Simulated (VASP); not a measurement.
# WSe2: single point with PBE

WSe2:

```
W Se
1.0
     3.32099    0.00000    0.00000
    -1.66049    2.87606    0.00000
     0.00000    0.00000   15.04380
W Se
2 4
Direct
  0.66667 0.33333 0.75000
  0.33333 0.66667 0.25000
  0.33333 0.66667 0.86154
  0.66667 0.33333 0.36154
  0.33333 0.66667 0.63846
  0.66667 0.33333 0.13846
```

- Program: VASP 6.6.1
- Task: single point
- Functional: PBE
- Potentials or basis: VASP PAW PBE potentials, release 64 (W_sv, Se)
- Cutoff: 520 eV
- k mesh: 12 × 12 × 2
- Occupations: gaussian, width 0.02 eV
- Spin: no spin polarisation

- Pressure: 0.3 GPa
- Largest force: 0.045 eV/Å
- Band gap on the k mesh: 1.46 eV, indirect (least direct gap 1.52 eV)

Forces on the atoms (eV/Å):
```
W    0.000  0.000  0.000
W    0.000  0.000  0.000
Se   0.000  0.000  0.045
Se   0.000  0.000  0.045
Se   0.000  0.000 -0.045
Se   0.000  0.000 -0.045
```

Stress tensor (GPa, compression positive):
```
0.22 0.00 0.00
0.00 0.22 0.00
0.00 0.00 0.35
```

Levels at points of the mesh, in eV from the valence-band top:
| k point | band 22 | band 23 | band 24 | band 25 | band 26 | band 27 | band 28 | band 29 | band 30 | band 31 |
| --- | --- | --- | --- | --- | --- | --- | --- | --- | --- | --- |
| (0.00, 0.00, 0.00) | -1.26 | -1.26 | -1.26 | -0.57 | -0.08 | 2.87 | 2.87 | 2.88 | 2.88 | 3.03 |
| (0.50, 0.00, 0.00) | -2.14 | -1.02 | -1.00 | -0.99 | -0.96 | 2.32 | 2.32 | 2.63 | 2.74 | 3.42 |
| (0.00, 0.00, 0.50) | -1.26 | -1.26 | -1.26 | -0.26 | -0.26 | 2.87 | 2.87 | 2.87 | 2.87 | 3.04 |
| (0.50, 0.00, 0.50) | -2.15 | -1.01 | -1.01 | -0.97 | -0.97 | 2.32 | 2.32 | 2.69 | 2.69 | 3.62 |

Run time: 2.9 min on 1 thread of Intel(R) Xeon(R) Platinum 8375C CPU @ 2.90GHz (Ice Lake), on a shared host, peak memory 0.37 GiB.

Caveat: spin-orbit coupling is left out, which moves the levels of the heavy elements; this functional lacks dispersion, which binds the layers, so the pressure and a relaxed spacing across them are unreliable. A k mesh can miss the band edges.
